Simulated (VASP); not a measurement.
# GeSb4Te4 (P-3m1) in VASP: further runs, part 2 of 2

VASP 6.6.1. Earlier steps stand in the parts before.

**4. Single point, PBEsol**

This run uses another cell than the first one, of 29.79 Å³/atom.

The input, INCAR:

```
SYSTEM = GeSb4Te4
  PREC = Accurate
  ENCUT = 520
  EDIFF = 1E-6
  ISMEAR = 0
  SIGMA = 0.15
  LREAL = .False.
  LASPH = .True.
  NELM = 100
  ALGO = Normal
  ISIF = 2
  LWAVE = .False.
  LCHARG = .True.
  GGA = PS
  LELF = .True.
  LVHAR = .True.
  NBANDS = 39
```

The input, KPOINTS:

```
regular mesh
0
Gamma
  11 11 3
  0 0 0
```

The input, POSCAR:

```
GeSb4Te4
1.0
   -4.2666098041      0.0000000000      0.0000000000
   -2.1333049021     -3.6949924784      0.0000000000
    0.0000000000      0.0000000000     17.0067078253
Ge Sb Te
1 4 4
Direct
    0.0000000000      0.0000000000      0.0000000000
    0.3333333333      0.3333333333      0.5458633004
    0.6666666667      0.6666666667      0.4541366996
    0.6666666667      0.6666666667      0.7873570019
    0.3333333333      0.3333333333      0.2126429981
    0.3333333333      0.3333333333      0.9032211210
    0.6666666667      0.6666666667      0.0967788790
    0.0000000000      0.0000000000      0.6867444036
    0.0000000000      0.0000000000      0.3132555964
```

Potentials or basis: VASP PAW PBE potentials, release 64 (Ge_d, Sb, Te).

On the command line:

```sh
cat potpaw_PBE.64/Ge_d/POTCAR potpaw_PBE.64/Sb/POTCAR potpaw_PBE.64/Te/POTCAR > POTCAR
mpirun -np 1 vasp_std > vasp.out
```

OUTCAR:

```text
SYSTEM = GeSb4Te4
   PREC = Accurate
   ENCUT = 520
   EDIFF = 1E-6
   ISMEAR = 0
   LREAL = .False.
   LASPH = .True.
   NELM = 100
   ISIF = 2
   GGA = PS

 ion  position               nearest neighbor table
   1  0.000  0.000  0.000-   6 2.96   7 2.96   7 2.96   6 2.96   6 2.96   7 2.96
   2  0.333  0.333  0.546-   3 2.92   3 2.92   3 2.92   8 3.44   8 3.44   8 3.44
   3  0.667  0.667  0.454-   2 2.92   2 2.92   2 2.92   9 3.44   9 3.44   9 3.44
   4  0.667  0.667  0.787-   8 3.00   8 3.00   8 3.00   6 3.15   6 3.15   6 3.15
   5  0.333  0.333  0.213-   9 3.00   9 3.00   9 3.00   7 3.15   7 3.15   7 3.15
   6  0.333  0.333  0.903-   1 2.96   1 2.96   1 2.96   4 3.15   4 3.15   4 3.15
   7  0.667  0.667  0.097-   1 2.96   1 2.96   1 2.96   5 3.15   5 3.15   5 3.15
   8  0.000  0.000  0.687-   4 3.00   4 3.00   4 3.00   2 3.44   2 3.44   2 3.44
   9  0.000  0.000  0.313-   5 3.00   5 3.00   5 3.00   3 3.44   3 3.44   3 3.44

  LATTYP: Found a hexagonal cell.
 ALAT       =     4.2666098041
 C/A-ratio  =     3.9860002686

  Lattice vectors:

 A1 = (   2.1333049021,   3.6949924784,   0.0000000000)
 A2 = (  -4.2666098041,   0.0000000000,   0.0000000000)
 A3 = (   0.0000000000,   0.0000000000,  17.0067078253)

Analysis of symmetry for initial positions (statically):
=====================================================================
 Subroutine PRICEL returns:
 Original cell was already a primitive cell.

 Routine SETGRP: Setting up the symmetry group for a
 hexagonal supercell.

 Subroutine GETGRP returns: Found 12 space group operations
 (whereof 12 operations were pure point group operations)
 out of a pool of 24 trial point group operations.

The static configuration has the point symmetry D_3d.

Analysis of symmetry for dynamics (positions and initial velocities):
=====================================================================
 Subroutine PRICEL returns:
 Original cell was already a primitive cell.

 Routine SETGRP: Setting up the symmetry group for a
 hexagonal supercell.

 Subroutine GETGRP returns: Found 12 space group operations
 (whereof 12 operations were pure point group operations)
 out of a pool of 24 trial point group operations.

[... 144 lines left out ...]
   LRPA    =     F    only Hartree local field effects (RPA)
 non-spin polarized calculation
 Gauss-broadening in eV      SIGMA  =   0.15
  energy-cutoff  :      520.00
  volume of cell :      268.11
 maximum number of plane-waves:      7256
   NGX = 15   NGY = 15   NGZ = 63

 number of electron      58.0000003 magnetization

 Free energy of the ion-electron system (eV)
  ---------------------------------------------------
  ext. energy  EPLUGINS =         0.00000000
  ---------------------------------------------------
  free energy    TOTEN  =       -38.03988753 eV

  energy without entropy =      -38.03184274  energy(sigma->0) =      -38.03586514

 E-fermi :   6.9378     XC(G=0):  -9.7105

 val. band max:        6.9024461392   @ k =   0.0000   0.0000   0.0000
 cond. band min:       6.9385046515   @ k =   0.0000   0.0000   0.0000
 fundamental gap:      0.0360585122
 Fermi energy:         6.9377836389

 k-point     1 :       0.0000    0.0000    0.0000
  band No.  band energies     occupation
      1     -18.0528      2.00000
      2     -18.0528      2.00000
      3     -18.0464      2.00000
      4     -18.0447      2.00000
      5     -18.0447      2.00000
      6      -6.6177      2.00000
[... 997 lines left out ...]
     38       9.8864      0.00000
     39       9.9663      0.00000

 [... further k-points ...]

------------------------ aborting loop because EDIFF is reached ----------------------------------------

  FORCE on cell =-STRESS in cart. coord.  units (eV):
  Direction    XX          YY          ZZ          XY          YZ          ZX
  --------------------------------------------------------------------------------------
  -------------------------------------------------------------------------------------
  Total        0.1747764      0.1747764      0.0689115      0.0000000     -0.0000000      0.0000000
  in kB        1.0444235      1.0444235      0.4117995      0.0000000     -0.0000000      0.0000000
  external PRESSURE =       0.8335489 kB  Pullay stress =       0.0000000 kB

 VOLUME and BASIS-vectors are now :
 -----------------------------------------------------------------------------
  energy-cutoff  :      520.00
  volume of cell :      268.11
      direct lattice vectors                 reciprocal lattice vectors
    -4.266609804  0.000000000  0.000000000    -0.234378124  0.135318273  0.000000000
    -2.133304902 -3.694992478  0.000000000     0.000000000 -0.270636545  0.000000000
     0.000000000  0.000000000 17.006707825     0.000000000  0.000000000  0.058800328

 POSITION                                       TOTAL-FORCE (eV/Angst)
 -----------------------------------------------------------------------------------
      0.00000      0.00000      0.00000        -0.000000      0.000000     -0.000000
     -2.13330     -1.23166      9.28334        -0.000000      0.000000      0.062646
     -4.26661     -2.46333      7.72337        -0.000000      0.000000     -0.062646
     -4.26661     -2.46333     13.39035         0.000000      0.000000      0.026979
     -2.13330     -1.23166      3.61636         0.000000      0.000000     -0.026979
     -2.13330     -1.23166     15.36082         0.000000      0.000000     -0.004783
     -4.26661     -2.46333      1.64589        -0.000000     -0.000000      0.004783
      0.00000      0.00000     11.67926        -0.000000     -0.000000     -0.035947
      0.00000      0.00000      5.32745         0.000000     -0.000000      0.035947
 -----------------------------------------------------------------------------------
    total drift:                               -0.000000     -0.000000     -0.000000

  FREE ENERGIE OF THE ION-ELECTRON SYSTEM (eV)
  ---------------------------------------------------
  free  energy   TOTEN  =       -38.0398875309 eV

  energy  without entropy=      -38.0318427446  energy(sigma->0) =      -38.03586514
```

Run time: 11 min. Hardware: 1 thread of Oxide Virtual Turin-like, shared host; peak memory 0.58 GiB.

Results:

* Free energy: -38.0399 eV
* Pressure: 0.1 GPa
* Largest force: 0.063 eV/Å
* Band gap on the k mesh: 0.04 eV

Forces in eV/Å, atoms in the order of the input:
```
Ge   0.000  0.000  0.000
Sb   0.000  0.000  0.063
Sb   0.000  0.000 -0.063
Sb   0.000  0.000  0.027
Sb   0.000  0.000 -0.027
Te   0.000  0.000 -0.005
Te   0.000  0.000  0.005
Te   0.000  0.000 -0.036
Te   0.000  0.000  0.036
```

Levels at points of the mesh, in eV from the valence-band top:
| k point | band 27 | band 28 | band 29 | band 30 | band 31 | band 32 |
| --- | --- | --- | --- | --- | --- | --- |
| (0.00, 0.00, 0.00) | -1.14 | -1.07 | 0.00 | 0.04 | 0.04 | 0.47 |

Caveat: semilocal functionals underestimate gaps, and a narrow one can read as zero; the PAW data sets were made with another functional, which shifts forces and pressure a little; spin-orbit coupling is left out, which moves the levels of the heavy elements.

**5. Overview**

| task | cell | k mesh | cutoff (eV) | smearing | gap on the mesh (eV) | pressure (GPa) | largest force (eV/Å) |
| --- | --- | --- | --- | --- | --- | --- | --- |
| relaxation of shape and atoms at fixed volume | relaxed from a = 4.144, b = 4.144, c = 16.406 Å, angles 90.0, 90.0, 120.0°, 9 atoms, atomic positions A | 12 × 12 × 2 | 600 | gaussian 0.1 eV | none | 5.7 | 0.01 |
| relaxation of shape and atoms at fixed volume | relaxed from a = 4.098, b = 4.098, c = 16.225 Å, angles 90.0, 90.0, 120.0°, 9 atoms, atomic positions B | 12 × 12 × 2 | 600 | gaussian 0.1 eV | none | 8.4 | 0.01 |
| single point | a = 4.267, b = 4.267, c = 17.007 Å, angles 90.0, 90.0, 60.0°, 9 atoms, atomic positions C | 11 × 11 × 3 | 520 | gaussian 0.15 eV | 0.04 | 0.1 | 0.06 |

Alike in all rows: level PBEsol; potentials or basis VASP PAW PBE potentials, release 64 (Ge_d, Sb, Te); no spin polarisation.

Caveats: the PAW data sets were made with another functional, which shifts forces and pressure a little; spin-orbit coupling is left out, which moves the levels of the heavy elements; semilocal functionals underestimate gaps, and a narrow one can read as zero (at least some runs).

Absolute energies hang on the potentials; compare differences alone.

The gap in the log of VASP goes by the Fermi energy; the results here count the filled bands.